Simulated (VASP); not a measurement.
# C (Fd-3m) in VASP: single point with PBE

Aim: the single point of C with PBE.

Everything below comes from runs of VASP 6.6.1. Logs are shortened: lines on timing, memory, paths and dates and some standing lists are left out, and cuts for length are marked.

**1. The cell of the first run**

Symmetry: Fd-3m, No. 227, cubic system. Conventional cell: a = 3.567 Å, b = 3.567 Å, c = 3.567 Å, α = 90.00°, β = 90.00°, γ = 90.00°. C (site symmetry -43m) has 4 C at 1.54 Å within 2.1 Å.

**2. Single point, PBE**

Input file INCAR:

```
  PREC = Accurate
  ENCUT = 600
  EDIFF = 1E-6
  ISMEAR = 0
  SIGMA = 0.01
  LREAL = False
  LASPH = True
  NELM = 120
  ALGO = Normal
  ISIF = 2
  LWAVE = False
  LCHARG = False
  GGA = PE
  NBANDS = 11
  GGA_COMPAT = False
```

Input file KPOINTS:

```
regular mesh
0
Gamma
  5 5 5
```

Input file POSCAR:

```
C
1.0
    0.0000000000      1.7833700000      1.7833700000
    1.7833700000      0.0000000000      1.7833700000
    1.7833700000      1.7833700000      0.0000000000
C
2
Direct
    0.5000000000      0.5000000000      0.5000000000
    0.7500000000      0.7500000000      0.7500000000
```

Potentials or basis: VASP PAW PBE potentials, release 64 (C).

Command:

```console
> cat potpaw_PBE.64/C/POTCAR > POTCAR
> mpirun -np 1 vasp_std > vasp.out
```

OUTCAR:

```text
PREC = Accurate
   ENCUT = 600
   EDIFF = 1E-6
   ISMEAR = 0
   LREAL = False
   LASPH = True
   NELM = 120
   ISIF = 2
   GGA = PE

 ion  position               nearest neighbor table
   1  0.500  0.500  0.500-   2 1.54   2 1.54   2 1.54   2 1.54
   2  0.750  0.750  0.750-   1 1.54   1 1.54   1 1.54   1 1.54

  LATTYP: Found a face centered cubic cell.
 ALAT       =     3.5667400000

  Lattice vectors:

 A1 = (   0.0000000000,   1.7833700000,   1.7833700000)
 A2 = (   1.7833700000,   0.0000000000,   1.7833700000)
 A3 = (   1.7833700000,   1.7833700000,   0.0000000000)

Analysis of symmetry for initial positions (statically):
=====================================================================
 Subroutine PRICEL returns:
 Original cell was already a primitive cell.

 Routine SETGRP: Setting up the symmetry group for a
 face centered cubic supercell.

 Subroutine GETGRP returns: Found 48 space group operations
 (whereof 24 operations were pure point group operations)
 out of a pool of 48 trial point group operations.

The static configuration has the point symmetry T_d .
 The point group associated with its full space group is O_h .

Analysis of symmetry for dynamics (positions and initial velocities):
=====================================================================
 Subroutine PRICEL returns:
 Original cell was already a primitive cell.

 Routine SETGRP: Setting up the symmetry group for a
 face centered cubic supercell.

 Subroutine GETGRP returns: Found 48 space group operations
 (whereof 24 operations were pure point group operations)
 out of a pool of 48 trial point group operations.

The dynamic configuration has the point symmetry T_d .
 The point group associated with its full space group is O_h .

 Subroutine INISYM returns: Found 48 space group operations
 (whereof 24 operations are pure point group operations),
 and found     1 'primitive' translations

----------------------------------------------------------------------------------------

                                     Primitive cell

  volume of cell :      11.3437

  direct lattice vectors                    reciprocal lattice vectors
     0.000000000  1.783370000  1.783370000    -0.280368067  0.280368067  0.280368067
     1.783370000  0.000000000  1.783370000     0.280368067 -0.280368067  0.280368067
     1.783370000  1.783370000  0.000000000     0.280368067  0.280368067 -0.280368067

  length of vectors
     2.522066041  2.522066041  2.522066041     0.485611737  0.485611737  0.485611737

  position of ions in fractional coordinates (direct lattice)
     0.500000000  0.500000000  0.500000000
     0.750000000  0.750000000  0.750000000

  ion indices of the primitive-cell ions
   primitive index   ion index
                 1           1
                 2           2

----------------------------------------------------------------------------------------

 KPOINTS: regular mesh

Automatic generation of k-mesh.
 Grid dimensions read from file:
 generate k-points for:    5    5    5

 Generating k-lattice:

  Cartesian coordinates                     Fractional coordinates (reciprocal lattice)
    -0.056073613  0.056073613  0.056073613     0.200000000  0.000000000  0.000000000
     0.056073613 -0.056073613  0.056073613     0.000000000  0.200000000  0.000000000
     0.056073613  0.056073613 -0.056073613     0.000000000  0.000000000  0.200000000

  Length of vectors
     0.097122347  0.097122347  0.097122347

  Shift w.r.t. Gamma in fractional coordinates (k-lattice)
     0.000000000  0.000000000  0.000000000

 Subroutine IBZKPT returns following result:
 ===========================================

 Found     10 irreducible k-points:

 Following reciprocal coordinates:
            Coordinates               Weight
  0.000000  0.000000  0.000000      1.000000
  0.200000  0.000000  0.000000      8.000000
  0.400000  0.000000  0.000000      8.000000
  0.200000  0.200000  0.000000      6.000000
  0.400000  0.200000  0.000000     24.000000
 -0.400000  0.200000  0.000000     24.000000
 -0.200000  0.200000  0.000000     12.000000
  0.400000  0.400000  0.000000      6.000000
 -0.400000  0.400000  0.000000     12.000000
 -0.400000  0.400000  0.200000     24.000000
   k-points           NKPTS =     10   k-points in BZ     NKDIM =     10   number of bands    NBANDS=     11
   number of dos      NEDOS =    301   number of ions     NIONS =      2
   total plane-waves  NPLWV =   8000
   dimension x,y,z NGX =    20 NGY =   20 NGZ =   20
   dimension x,y,z NGXF=    40 NGYF=   40 NGZF=   40
   ions per type =               2
   NGX,Y,Z   is equivalent  to a cutoff of  13.18, 13.18, 13.18 a.u.
   NGXF,Y,Z  is equivalent  to a cutoff of  26.37, 26.37, 26.37 a.u.
 SYSTEM =  unknown system
   PREC   = accura    normal or accurate (medium, high low for compatibility)
   ISTART =      0    job   : 0-new  1-cont  2-samecut
   ICHARG =      2    charge: 1-file 2-atom 10-const
   ISPIN  =      1    spin polarized calculation?
   LNONCOLLINEAR =      F non collinear calculations
   LSORBIT =      F    spin-orbit coupling
   LASPH  =      T    aspherical Exc in radial PAW
   ENCUT  =  600.0 eV  44.10 Ry    6.64 a.u.   5.04  5.04  5.04*2*pi/ulx,y,z
   NELM   =    120;   NELMIN=  2; NELMDL= -5     # of ELM steps
   EDIFF  = 0.1E-05   stopping-criterion for ELM
   LREAL  =      F    real-space projection
   EDIFFG = 0.1E-04   stopping-criterion for IOM
   NSW    =      0    number of steps for IOM
   IBRION =     -1    ionic relax: 0-MD 1-quasi-New 2-CG
   NFREE  =      0    steps in history (QN), initial steepest desc. (CG)
   ISIF   =      2    stress and relaxation
   ISYM   =      2    0-nonsym 1-usesym 2-fastsym
   POTIM  = 0.5000    time-step for ionic-motion
   TEBEG  =    0.0;   TEEND  =   0.0 temperature during run
   PSTRESS=    0.0 pullay stress
   NELECT =       8.0000    total number of electrons
   NUPDOWN=      -1.0000    fix difference up-down
   EMIN   =  10.00;   EMAX   =-10.00  energy-range for DOS
   EFERMI =   0.00;   METHOD = LEGACY
   ISMEAR =     0;   SIGMA  =   0.01  broadening in eV -4-tet -1-fermi 0-gaus
   EFERMI_NEDOS =   21; number of points for ismear=-14 and -15
   IALGO  =     38    algorithm
   IMIX   =      4    mixing-type and parameters
     AMIX     =   0.40;   BMIX     =  1.00
     AMIX_MAG =   1.60;   BMIX_MAG =  1.00
  volume/ion in A,a.u.               =       5.67        38.28
  Fermi-wavevector in a.u.,A,eV,Ry     =   1.457203  2.753714 28.891161  2.123440
  Thomas-Fermi vector in A             =   2.574032
   LORBIT       =      0    0 simple, 1 ext, 2 COOP (PROOUT), +10 PAW based schemes
   GGA     = PE    functional components
   LHFCALC =     F    Hartree Fock is set to
   AEXX    =    0.0000 exact exchange contribution
   IVDW    =     0    specifies the selected vdW correction
   LEPSILON=     F    determine dielectric tensor
   LRPA    =     F    only Hartree local field effects (RPA)
 non-spin polarized calculation
 Gauss-broadening in eV      SIGMA  =   0.01
  energy-cutoff  :      600.00
  volume of cell :       11.34
 maximum number of plane-waves:       384
   NGX =  9   NGY =  9   NGZ =  9

 number of electron       7.9999999 magnetization

 Free energy of the ion-electron system (eV)
  ---------------------------------------------------
  ext. energy  EPLUGINS =         0.00000000
  ---------------------------------------------------
  free energy    TOTEN  =       -18.15612520 eV

  energy without entropy =      -18.15612520  energy(sigma->0) =      -18.15612520

 E-fermi :   9.8410     XC(G=0): -13.2463

 val. band max:        9.7390979116   @ k =   0.0000   0.0000   0.0000
 cond. band min:      13.9044377228   @ k =   0.4000   0.4000   0.0000
 fundamental gap:      4.1653398112
 Fermi energy:         9.8410143059

 k-point     1 :       0.0000    0.0000    0.0000
  band No.  band energies     occupation
      1     -11.7415      2.00000
      2       9.7391      2.00000
      3       9.7391      2.00000
      4       9.7391      2.00000
      5      15.3266      0.00000
      6      15.3266      0.00000
      7      15.3266      0.00000
      8      23.0704      0.00000
      9      29.0305      0.00000
     10      36.2675      0.00000
     11      36.2675      0.00000

 k-point     2 :       0.2000    0.0000    0.0000
  band No.  band energies     occupation
      1     -10.6394      2.00000
      2       4.8566      2.00000
      3       8.4158      2.00000
      4       8.4158      2.00000
      5      17.0440      0.00000
      6      17.0440      0.00000
      7      17.4783      0.00000
      8      23.9636      0.00000
      9      30.2408      0.00000
     10      32.2259      0.00000
     11      32.2259      0.00000

 k-point     3 :       0.4000    0.0000    0.0000
  band No.  band energies     occupation
      1      -7.4758      2.00000
      2      -1.6746      2.00000
      3       7.1129      2.00000
      4       7.1129      2.00000
      5      18.1567      0.00000
      6      18.1567      0.00000
      7      18.4903      0.00000
      8      25.2917      0.00000
      9      31.0664      0.00000
     10      34.2595      0.00000
     11      34.2596      0.00000

 k-point     4 :       0.2000    0.2000    0.0000
  band No.  band energies     occupation
      1     -10.2731      2.00000
      2       6.5121      2.00000
      3       6.5121      2.00000
      4       6.6500      2.00000
      5      14.4595      0.00000
      6      19.7802      0.00000
      7      19.7803      0.00000
      8      21.5696      0.00000
      9      29.4645      0.00000
     10      31.1350      0.00000
     11      38.1388      0.00000

 k-point     5 :       0.4000    0.2000    0.0000
  band No.  band energies     occupation
      1      -7.7786      2.00000
      2       0.9443      2.00000
      3       5.0346      2.00000
      4       5.3369      2.00000
      5      15.8331      0.00000
      6      20.9680      0.00000
      7      21.5241      0.00000
      8      21.6035      0.00000
      9      31.1259      0.00000
     10      31.9159      0.00000
     11      37.8483      0.00000

 k-point     6 :      -0.4000    0.2000    0.0000
  band No.  band energies     occupation
      1      -5.3706      2.00000
      2      -2.4456      2.00000
      3       3.3659      2.00000
      4       5.8980      2.00000
      5      16.9823      0.00000
      6      20.5870      0.00000
      7      21.7601      0.00000
      8      24.9642      0.00000
      9      28.4390      0.00000
     10      33.5268      0.00000
     11      34.4173      0.00000

 k-point     7 :      -0.2000    0.2000    0.0000
  band No.  band energies     occupation
      1      -8.8378      2.00000
      2       2.7592      2.00000
      3       3.7335      2.00000
      4       7.7531      2.00000
      5      18.2243      0.00000
      6      18.3166      0.00000
      7      20.2280      0.00000
      8      23.3968      0.00000
      9      29.7767      0.00000
     10      30.7172      0.00000
     11      33.6915      0.00000

 k-point     8 :       0.4000    0.4000    0.0000
  band No.  band energies     occupation
      1      -6.0186      2.00000
      2       0.3023      2.00000
      3       3.7974      2.00000
      4       3.7974      2.00000
      5      13.9044      0.00000
      6      15.9436      0.00000
      7      25.4175      0.00000
      8      25.4175      0.00000
      9      31.9563      0.00000
     10      33.2685      0.00000
     11      43.3393      0.00000

 k-point     9 :      -0.4000    0.4000    0.0000
  band No.  band energies     occupation
      1      -2.9790      2.00000
      2      -2.3665      2.00000
      3       0.9625      2.00000
      4       4.0448      2.00000
      5      15.0867      0.00000
      6      18.7327      0.00000
      7      24.8895      0.00000
      8      25.7289      0.00000
      9      29.6411      0.00000
     10      33.7824      0.00000
     11      37.0474      0.00000

 k-point    10 :      -0.4000    0.4000    0.2000
  band No.  band energies     occupation
      1      -4.8110      2.00000
      2      -0.4281      2.00000
      3       1.4172      2.00000
      4       3.3563      2.00000
      5      18.6908      0.00000
      6      19.5958      0.00000
      7      21.4871      0.00000
      8      24.8284      0.00000
      9      29.2745      0.00000
     10      32.3740      0.00000
     11      37.8628      0.00000

------------------------ aborting loop because EDIFF is reached ----------------------------------------

  FORCE on cell =-STRESS in cart. coord.  units (eV):
  Direction    XX          YY          ZZ          XY          YZ          ZX
  --------------------------------------------------------------------------------------
  -------------------------------------------------------------------------------------
  Total        0.1450242      0.1450242      0.1450242     -0.0000000     -0.0000000     -0.0000000
  in kB       20.4831463     20.4831463     20.4831463     -0.0000000     -0.0000000     -0.0000000
  external PRESSURE =      20.4831463 kB  Pullay stress =       0.0000000 kB

 VOLUME and BASIS-vectors are now :
 -----------------------------------------------------------------------------
  energy-cutoff  :      600.00
  volume of cell :       11.34
      direct lattice vectors                 reciprocal lattice vectors
     0.000000000  1.783370000  1.783370000    -0.280368067  0.280368067  0.280368067
     1.783370000  0.000000000  1.783370000     0.280368067 -0.280368067  0.280368067
     1.783370000  1.783370000  0.000000000     0.280368067  0.280368067 -0.280368067

 POSITION                                       TOTAL-FORCE (eV/Angst)
 -----------------------------------------------------------------------------------
      1.78337      1.78337      1.78337        -0.000000     -0.000000     -0.000000
      2.67505      2.67505      2.67505         0.000000      0.000000      0.000000
 -----------------------------------------------------------------------------------
    total drift:                                0.000000     -0.000000      0.000000

  FREE ENERGIE OF THE ION-ELECTRON SYSTEM (eV)
  ---------------------------------------------------
  free  energy   TOTEN  =       -18.1561252014 eV

  energy  without entropy=      -18.1561252014  energy(sigma->0) =      -18.15612520
```

Wall time 1.5 s (1 thread of Intel Xeon 6975P-C (Granite Rapids), shared host); peak memory 0.11 GiB.

Results:

| Property | Result |
| --- | --- |
| Free energy | -18.1561 eV |
| Pressure | 2.0 GPa |
| Band gap on the k mesh | 4.17 eV (least direct gap 5.59 eV) |

Caveat: the k points lie up to 0.61 Å⁻¹ apart; an odd mesh through Γ misses points on the zone boundary, where band edges can lie.
